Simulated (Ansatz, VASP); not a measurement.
# GaP: VASP beside Ansatz

```xyz
2
Lattice="0.0000 2.6696 2.6696 2.6696 0.0000 2.6696 2.6696 2.6696 0.0000" Properties=species:S:1:pos:R:3 pbc="T T T"
Ga    0.0000    0.0000    0.0000
P     4.0044    4.0044    4.0044
```

Change from the starting cell: volume scaled by 0.94, crystal datasets.

Alike in both runs: task electric field gradients; functional PBE; k mesh 10 × 10 × 10; occupations fermi-dirac, width 0.05 eV; no spin polarisation.

```csv
,VASP,Ansatz
version,VASP 6.6.1,Ansatz 0.2.0
potentials or method,"VASP PAW PBE potentials, release 64 (Ga_d, P), cutoff 520 eV","all-electron PAW with datasets made for the crystal, scalar-relativistic"
```

```tsv
	VASP	Ansatz	Ansatz less VASP
pressure (GPa)	8.6	8.7	+0.04
```

Ansatz ran all-electron here, and VASP with PAW potentials.
